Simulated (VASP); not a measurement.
# TaN in VASP: settings compared

Aim: see how the results for TaN move with the level of theory and the settings. Levels: PBE, LDA, PBEsol, r2SCAN, HSE06. Tasks: single point.

Everything below comes from runs of VASP 6.6.1. Logs are shortened: lines on timing, memory, paths and dates and some standing lists are left out, and cuts for length are marked.

**1. The cell of the first run**

The typed cell holds 2 atoms: a = 3.523 Å, b = 3.523 Å, c = 3.523 Å, α = 60.00°, β = 60.00°, γ = 60.00°.

**2. Single point, PBE (atoms moved at random)**

Contents of INCAR:

```
  PREC = Accurate
  ENCUT = 520
  EDIFF = 1E-6
  ISMEAR = -1
  SIGMA = 0.05
  LREAL = False
  LASPH = True
  NELM = 60
  ALGO = Normal
  ISIF = 2
  LWAVE = False
  LCHARG = False
  GGA = PE
  NBANDS = 15
```

Contents of KPOINTS:

```
regular mesh
0
Gamma
  9 9 9
```

Contents of POSCAR:

```
TaN
1.0
    0.0000000000      2.4911437700      2.4911437700
    2.4911437700      0.0000000000      2.4911437700
    2.4911437700      2.4911437700      0.0000000000
Ta N
1 1
Direct
    0.0029840000     -0.0003780000      0.0017680000
    0.2411450000      0.2403560000      0.2693490000
```

Potentials or basis: VASP PAW PBE potentials, release 64 (Ta_pv, N).

The run is started by

```sh
$ cat potpaw_PBE.64/Ta_pv/POTCAR potpaw_PBE.64/N/POTCAR > POTCAR
$ mpirun -np 1 vasp_std > vasp.out
```

OUTCAR:

```text
PREC = Accurate
   ENCUT = 520
   EDIFF = 1E-6
   ISMEAR = -1
   LREAL = False
   LASPH = True
   NELM = 60
   ISIF = 2
   GGA = PE

 ion  position               nearest neighbor table
   1  0.003  1.000  0.002-   2 2.11   2 2.15   2 2.18   2 2.19
   2  0.241  0.240  0.269-   1 2.11   1 2.15   1 2.18   1 2.19

  LATTYP: Found a face centered cubic cell.
 ALAT       =     4.9822875400

  Lattice vectors:

 A1 = (   0.0000000000,   2.4911437700,   2.4911437700)
 A2 = (   2.4911437700,   0.0000000000,   2.4911437700)
 A3 = (   2.4911437700,   2.4911437700,   0.0000000000)

Analysis of symmetry for initial positions (statically):
=====================================================================
 Subroutine PRICEL returns:
 Original cell was already a primitive cell.

 Routine SETGRP: Setting up the symmetry group for a
 face centered cubic supercell.

 Subroutine GETGRP returns: Found  1 space group operations
 (whereof  1 operations were pure point group operations)
 out of a pool of 48 trial point group operations.

The static configuration has the point symmetry C_1 .

Analysis of symmetry for dynamics (positions and initial velocities):
=====================================================================
 Subroutine PRICEL returns:
 Original cell was already a primitive cell.

 Routine SETGRP: Setting up the symmetry group for a
 face centered cubic supercell.

 Subroutine GETGRP returns: Found  1 space group operations
 (whereof  1 operations were pure point group operations)
 out of a pool of 48 trial point group operations.

The dynamic configuration has the point symmetry C_1 .

 Subroutine INISYM returns: Found  1 space group operations
 (whereof  1 operations are pure point group operations),
 and found     1 'primitive' translations

----------------------------------------------------------------------------------------

                                     Primitive cell

  volume of cell :      30.9191

  direct lattice vectors                    reciprocal lattice vectors
     0.000000000  2.491143770  2.491143770    -0.200711017  0.200711017  0.200711017
     2.491143770  0.000000000  2.491143770     0.200711017 -0.200711017  0.200711017
     2.491143770  2.491143770  0.000000000     0.200711017  0.200711017 -0.200711017

  length of vectors
     3.523009305  3.523009305  3.523009305     0.347641679  0.347641679  0.347641679

  position of ions in fractional coordinates (direct lattice)
     0.002984000  0.999622000  0.001768000
     0.241145000  0.240356000  0.269349000

  ion indices of the primitive-cell ions
   primitive index   ion index
                 1           1
                 2           2

----------------------------------------------------------------------------------------

 KPOINTS: regular mesh

Automatic generation of k-mesh.
 Grid dimensions read from file:
 generate k-points for:    9    9    9

 Generating k-lattice:

  Cartesian coordinates                     Fractional coordinates (reciprocal lattice)
    -0.022301224  0.022301224  0.022301224     0.111111111  0.000000000  0.000000000
     0.022301224 -0.022301224  0.022301224     0.000000000  0.111111111  0.000000000
     0.022301224  0.022301224 -0.022301224     0.000000000  0.000000000  0.111111111

  Length of vectors
     0.038626853  0.038626853  0.038626853

  Shift w.r.t. Gamma in fractional coordinates (k-lattice)
     0.000000000  0.000000000  0.000000000

 Subroutine IBZKPT returns following result:
 ===========================================

 Found    365 irreducible k-points:

 Following reciprocal coordinates:
            Coordinates               Weight
  0.000000  0.000000  0.000000      1.000000
  0.111111  0.000000  0.000000      2.000000
  0.000000  0.111111  0.000000      2.000000
  0.000000  0.000000  0.111111      2.000000
  0.111111  0.111111  0.111111      2.000000
  0.222222  0.000000  0.000000      2.000000
[... 16 lines left out ...]
  0.111111  0.000000  0.222222      2.000000
  0.111111  0.111111 -0.111111      2.000000
 [... further k-points ...]
   k-points           NKPTS =    365   k-points in BZ     NKDIM =    365   number of bands    NBANDS=     15
   number of dos      NEDOS =    301   number of ions     NIONS =      2
   total plane-waves  NPLWV =  21952
   dimension x,y,z NGX =    28 NGY =   28 NGZ =   28
   dimension x,y,z NGXF=    56 NGYF=   56 NGZF=   56
   ions per type =               1   1
   NGX,Y,Z   is equivalent  to a cutoff of  13.21, 13.21, 13.21 a.u.
   NGXF,Y,Z  is equivalent  to a cutoff of  26.43, 26.43, 26.43 a.u.
 SYSTEM =  unknown system
   PREC   = accura    normal or accurate (medium, high low for compatibility)
   ISTART =      0    job   : 0-new  1-cont  2-samecut
   ICHARG =      2    charge: 1-file 2-atom 10-const
   ISPIN  =      1    spin polarized calculation?
   LNONCOLLINEAR =      F non collinear calculations
   LSORBIT =      F    spin-orbit coupling
   LASPH  =      T    aspherical Exc in radial PAW
   ENCUT  =  520.0 eV  38.22 Ry    6.18 a.u.   6.55  6.55  6.55*2*pi/ulx,y,z
   NELM   =     60;   NELMIN=  2; NELMDL= -5     # of ELM steps
   EDIFF  = 0.1E-05   stopping-criterion for ELM
   LREAL  =      F    real-space projection
   EDIFFG = 0.1E-04   stopping-criterion for IOM
   NSW    =      0    number of steps for IOM
   IBRION =     -1    ionic relax: 0-MD 1-quasi-New 2-CG
   NFREE  =      0    steps in history (QN), initial steepest desc. (CG)
   ISIF   =      2    stress and relaxation
   ISYM   =      2    0-nonsym 1-usesym 2-fastsym
   POTIM  = 0.5000    time-step for ionic-motion
   TEBEG  =    0.0;   TEEND  =   0.0 temperature during run
   PSTRESS=    0.0 pullay stress
   NELECT =      16.0000    total number of electrons
   NUPDOWN=      -1.0000    fix difference up-down
   EMIN   =  10.00;   EMAX   =-10.00  energy-range for DOS
   EFERMI =   0.00;   METHOD = LEGACY
   ISMEAR =    -1;   SIGMA  =   0.05  broadening in eV -4-tet -1-fermi 0-gaus
   EFERMI_NEDOS =   21; number of points for ismear=-14 and -15
   IALGO  =     38    algorithm
   IMIX   =      4    mixing-type and parameters
     AMIX     =   0.40;   BMIX     =  1.00
     AMIX_MAG =   1.60;   BMIX_MAG =  1.00
  volume/ion in A,a.u.               =      15.46       104.33
  Fermi-wavevector in a.u.,A,eV,Ry     =   1.314335  2.483733 23.503740  1.727476
  Thomas-Fermi vector in A             =   2.444595
   LORBIT       =      0    0 simple, 1 ext, 2 COOP (PROOUT), +10 PAW based schemes
   GGA     = PE    functional components
   LHFCALC =     F    Hartree Fock is set to
   AEXX    =    0.0000 exact exchange contribution
   IVDW    =     0    specifies the selected vdW correction
   LEPSILON=     F    determine dielectric tensor
   LRPA    =     F    only Hartree local field effects (RPA)
 non-spin polarized calculation
  energy-cutoff  :      520.00
  volume of cell :       30.92
 maximum number of plane-waves:       869
 NGX is ok and might be reduce to    28
   NGX = 13   NGY = 13   NGZ = 13

 number of electron      16.0000000 magnetization

 Free energy of the ion-electron system (eV)
  ---------------------------------------------------
  ext. energy  EPLUGINS =         0.00000000
  ---------------------------------------------------
  free energy    TOTEN  =       -21.16408076 eV

  energy without entropy =      -21.15013294  energy(sigma->0) =      -21.15710685

 E-fermi :   5.5327     XC(G=0): -11.2391

 val. band max:        5.5326151328   @ k =   0.3333  -0.4444   0.2222
 cond. band min:       5.5334636838   @ k =   0.1111  -0.3333   0.0000
 fundamental gap:      0.0008485511
 Fermi energy:         5.5327323378

 k-point     1 :       0.0000    0.0000    0.0000
  band No.  band energies     occupation
      1     -30.3901      2.00000
      2     -30.3742      2.00000
      3     -30.3637      2.00000
      4     -11.0457      2.00000
      5      -0.6414      2.00000
      6      -0.5199      2.00000
      7      -0.4309      2.00000
      8       4.2211      2.00000
      9       5.9134      0.00099
     10       5.9172      0.00092
     11      10.1460      0.00000
     12      10.4133      0.00000
     13      10.7469      0.00000
     14      17.3706      0.00000
     15      17.5949      0.00000

 k-point     2 :       0.1111    0.0000    0.0000
  band No.  band energies     occupation
      1     -30.4014      2.00000
      2     -30.3878      2.00000
      3     -30.3743      2.00000
      4     -10.9360      2.00000
      5      -0.7081      2.00000
      6      -0.5442      2.00000
      7      -0.4313      2.00000
      8       4.8355      2.00000
      9       5.8086      0.00800
     10       5.8160      0.00690
     11       9.9050      0.00000
     12      10.4941      0.00000
     13      10.7872      0.00000
     14      16.0449      0.00000
     15      17.5966      0.00000

 k-point     3 :       0.0000    0.1111    0.0000
  band No.  band energies     occupation
      1     -30.4023      2.00000
      2     -30.3884      2.00000
      3     -30.3730      2.00000
      4     -10.9351      2.00000
      5      -0.7238      2.00000
      6      -0.5418      2.00000
      7      -0.4134      2.00000
      8       4.8311      2.00000
      9       5.8055      0.00850
     10       5.8147      0.00708
     11       9.9379      0.00000
     12      10.4643      0.00000
     13      10.7823      0.00000
     14      16.0199      0.00000
     15      17.5972      0.00000

 k-point     4 :       0.0000    0.0000    0.1111
  band No.  band energies     occupation
      1     -30.4194      2.00000
      2     -30.3783      2.00000
      3     -30.3677      2.00000
      4     -10.9247      2.00000
      5      -0.8572      2.00000
      6      -0.4277      2.00000
      7      -0.3468      2.00000
      8       4.8020      2.00000
      9       5.7776      0.01482
     10       5.7823      0.01350
     11      10.2727      0.00000
     12      10.3740      0.00000
     13      10.5187      0.00000
     14      15.8005      0.00000
     15      17.7293      0.00000
[... 307 lines left out ...]
 k-point    22 :       0.0000    0.2222    0.1111
  band No.  band energies     occupation
      1     -30.4470      2.00000
      2     -30.4089      2.00000
      3     -30.3914      2.00000
      4     -10.6781      2.00000
      5      -1.1533      2.00000
      6      -0.3043      2.00000
      7      -0.1923      2.00000
      8       5.0602      1.99984
      9       6.1349      0.00001
     10       6.1835      0.00000
     11       9.5757      0.00000
     12      10.2026      0.00000
     13      10.7008      0.00000
     14      14.6974      0.00000
     15      17.1756      0.00000

 k-point    23 :       0.1111    0.0000    0.2222
  band No.  band energies     occupation
      1     -30.4726      2.00000
      2     -30.3953      2.00000
      3     -30.3837      2.00000
      4     -10.6511      2.00000
      5      -1.2173      2.00000
      6      -0.1801      2.00000
      7      -0.1281      2.00000
      8       5.0203      1.99993
      9       6.0274      0.00010
     10       6.0845      0.00003
     11       9.7763      0.00000
     12      10.1099      0.00000
     13      10.5031      0.00000
     14      14.6700      0.00000
     15      17.1987      0.00000

 k-point    24 :       0.1111    0.1111   -0.1111
  band No.  band energies     occupation
      1     -30.4707      2.00000
      2     -30.3949      2.00000
      3     -30.3851      2.00000
      4     -10.6572      2.00000
      5      -1.2096      2.00000
      6      -0.2564      2.00000
      7      -0.0798      2.00000
      8       5.0081      1.99994
      9       6.0763      0.00004
     10       6.1020      0.00002
     11       9.8145      0.00000
     12       9.9878      0.00000
     13      10.5968      0.00000
     14      14.6516      0.00000
     15      17.2203      0.00000

 [... further k-points ...]

------------------------ aborting loop because EDIFF is reached ----------------------------------------

  FORCE on cell =-STRESS in cart. coord.  units (eV):
  Direction    XX          YY          ZZ          XY          YZ          ZX
  --------------------------------------------------------------------------------------
  -------------------------------------------------------------------------------------
  Total       -4.8390150     -4.8433507     -4.7951469      0.2005846     -0.1040584     -0.0955762
  in kB     -250.7501355   -250.9748070   -248.4769600     10.3939756     -5.3921413     -4.9526091
  external PRESSURE =    -250.0673009 kB  Pullay stress =       0.0000000 kB

 VOLUME and BASIS-vectors are now :
 -----------------------------------------------------------------------------
  energy-cutoff  :      520.00
  volume of cell :       30.92
      direct lattice vectors                 reciprocal lattice vectors
     0.000000000  2.491143770  2.491143770    -0.200711017  0.200711017  0.200711017
     2.491143770  0.000000000  2.491143770     0.200711017 -0.200711017  0.200711017
     2.491143770  2.491143770  0.000000000     0.200711017  0.200711017 -0.200711017

 POSITION                                       TOTAL-FORCE (eV/Angst)
 -----------------------------------------------------------------------------------
      2.49461      0.01184      2.49764         0.091794      0.094982     -0.143886
      1.26975      1.27171      1.19949        -0.091794     -0.094982      0.143886
 -----------------------------------------------------------------------------------
    total drift:                                0.000090      0.000099     -0.000112

  FREE ENERGIE OF THE ION-ELECTRON SYSTEM (eV)
  ---------------------------------------------------
  free  energy   TOTEN  =       -21.1640807554 eV

  energy  without entropy=      -21.1501329394  energy(sigma->0) =      -21.15710685
```

Wall time 91 s (1 thread of Intel Xeon Platinum 8488C (Sapphire Rapids), shared host); peak memory 0.3 GiB.

What came out:

| Property | Result |
| --- | --- |
| Free energy | -21.1641 eV |
| Pressure | -25.0 GPa |
| Largest force | 0.195 eV/Å |
| Band gap on the k mesh | zero (bands 8 and 9 overlap by 0.70 eV) |

Forces on the atoms (eV/Å):
```
Ta   0.092  0.095 -0.144
N   -0.092 -0.095  0.144
```

Levels at points of the mesh, in eV from the Fermi level:
```tsv
k point	band 5	band 6	band 7	band 8	band 9	band 10	band 11	band 12
(0.00, 0.00, 0.00)	-6.17	-6.05	-5.96	-1.31	0.38	0.38	4.61	4.88
```

Caveat: the cell differs from its parent crystal (atoms moved at random); the cell stands under tension; spin-orbit coupling is left out, which moves the levels of the heavy elements.

**3. Single point, LDA**

Contents of INCAR:

```
ALGO     = Normal         # electronic algorithm
EDIFF    = 1E-6           # SCF threshold, eV
ENCUT    = 520            # plane-wave cutoff, eV
ISIF     = 2              # what is computed and relaxed
ISMEAR   = -1             # smearing method
LASPH    = T              # aspherical terms in the spheres
LCHARG   = T              # write CHGCAR
LELF     = T              # ELF
LREAL    = F              # projectors in reciprocal space
LVHAR    = T            
LWAVE    = F              # write WAVECAR
NBANDS   = 15             # bands
NELM     = 80             # most SCF steps
PREC     = Accurate       # precision mode
SIGMA    = 0.05           # smearing width, eV
```

Contents of KPOINTS:

```
k-points
0
Gamma
  5 5 5
```

Contents of POSCAR:

```
TaN
1.0
    0.0000000000      2.4911437700      2.4911437700
    2.4911437700      0.0000000000      2.4911437700
    2.4911437700      2.4911437700      0.0000000000
Ta N
1 1
Direct
    0.0000000000      0.0000000000      0.0000000000
    0.2500000000      0.2500000000      0.2500000000
```

Potentials or basis: VASP PAW LDA potentials, release 64 (Ta_pv, N).

The run is started by

```sh
$ cat potpaw_LDA.64/Ta_pv/POTCAR potpaw_LDA.64/N/POTCAR > POTCAR
$ mpirun -np 1 vasp_std > vasp.out
```

Wall time 12 s (1 thread of Intel Xeon 8259CL, shared host); peak memory 0.14 GiB.

Results (log left out):

```yaml
Free_energy: -23.0149 eV
Pressure: -34.2 GPa
Band_gap_on_the_k_mesh: zero (bands 8 and 9 overlap by 0.60 eV)
```

Levels at points of the mesh, in eV from the Fermi level:
```tsv
k point	band 6	band 7	band 8	band 9	band 10	band 11
(0.00, 0.00, 0.00)	-6.02	-6.02	-1.18	0.34	0.34	4.90
```

Caveat: the k points lie up to 0.44 Å⁻¹ apart, too coarse for converged energies and pressures of a metal; spin-orbit coupling is left out, which moves the levels of the heavy elements.

**4. Single point, PBEsol**

Contents of INCAR:

```
SYSTEM = TaN
ALGO = Normal ; EDIFF = 1E-6
ENCUT = 520 ; GGA = PS
ISIF = 2 ; ISMEAR = -1
LASPH = .True. ; LCHARG = .False.
LREAL = .False. ; LWAVE = .False.
NBANDS = 15 ; NELM = 80
PREC = Accurate ; SIGMA = 0.05
```

Contents of KPOINTS:

```
k-points
0
Gamma
  5 5 5
  0 0 0
```

POSCAR is that of step 3.

Potentials or basis: VASP PAW PBE potentials, release 64 (Ta_pv, N).

The run is started by

```sh
$ cat potpaw_PBE.64/Ta_pv/POTCAR potpaw_PBE.64/N/POTCAR > POTCAR
$ mpirun -np 1 vasp_std > vasp.out
```

It took 14 s on 1 thread of Intel Xeon 8259CL, shared host; peak memory 0.15 GiB.

The run converged. Its results:

- Free energy: -22.2619 eV
- Pressure: -30.9 GPa
- Band gap on the k mesh: zero (bands 8 and 9 overlap by 0.61 eV)

Levels at points of the mesh, in eV from the Fermi level:
```tsv
k point	band 6	band 7	band 8	band 9	band 10	band 11
(0.00, 0.00, 0.00)	-6.06	-6.06	-1.32	0.36	0.36	4.91
```

Caveat: the k points lie up to 0.44 Å⁻¹ apart, too coarse for converged energies and pressures of a metal; the PAW data sets were made with another functional, which shifts forces and pressure a little; spin-orbit coupling is left out, which moves the levels of the heavy elements.

**5. Single point, r2SCAN**

POSCAR is that of step 4.

Contents of INCAR.step1:

```
SYSTEM = TaN
PREC = Accurate
ENCUT = 520
ISMEAR = -1
SIGMA = 0.05
LREAL = .FALSE.
LASPH = .TRUE.
NELM = 60
NBANDS = 15
GGA = PE
ALGO = Normal
EDIFF = 1E-4
LWAVE = .TRUE.
LCHARG = .FALSE.
```

Contents of INCAR.step2:

```
SYSTEM = TaN
PREC = Accurate
ENCUT = 520
EDIFF = 1E-6
ISMEAR = -1
SIGMA = 0.05
LREAL = .FALSE.
LASPH = .TRUE.
NELM = 60
ALGO = Normal
ISIF = 2
LWAVE = .FALSE.
LCHARG = .TRUE.
METAGGA = R2SCAN
LMIXTAU = .TRUE.
LELF = .TRUE.
LVHAR = .TRUE.
NBANDS = 15
ISTART = 1
```

Contents of KPOINTS:

```
Automatic mesh
0
G
  5 5 5
  0 0 0
```

The run is started by

```sh
$ cat potpaw_PBE.64/Ta_pv/POTCAR potpaw_PBE.64/N/POTCAR > POTCAR
$ cp INCAR.step1 INCAR
$ mpirun -np 1 vasp_std > vasp.out
$ cp INCAR.step2 INCAR
$ mpirun -np 1 vasp_std > vasp.out
```

It took 70 s on 1 thread of Intel Xeon 8259CL, shared host; peak memory 0.16 GiB.

The run converged. Its results:

```yaml
Free_energy: -58.9929 eV
Pressure: -29.2 GPa
Band_gap_on_the_k_mesh: zero (bands 8 and 9 overlap by 0.55 eV)
```

Levels at points of the mesh, in eV from the Fermi level:
| k point | band 5 | band 6 | band 7 | band 8 | band 9 | band 10 | band 11 | band 12 |
| --- | --- | --- | --- | --- | --- | --- | --- | --- |
| (0.00, 0.00, 0.00) | -6.56 | -6.56 | -6.56 | -1.43 | 0.41 | 0.41 | 5.01 | 5.01 |

Caveat: the k points lie up to 0.44 Å⁻¹ apart, too coarse for converged energies and pressures of a metal; the PAW data sets were made with another functional, which shifts forces and pressure a little; spin-orbit coupling is left out, which moves the levels of the heavy elements.

(Part 1 of 2 ends here.)
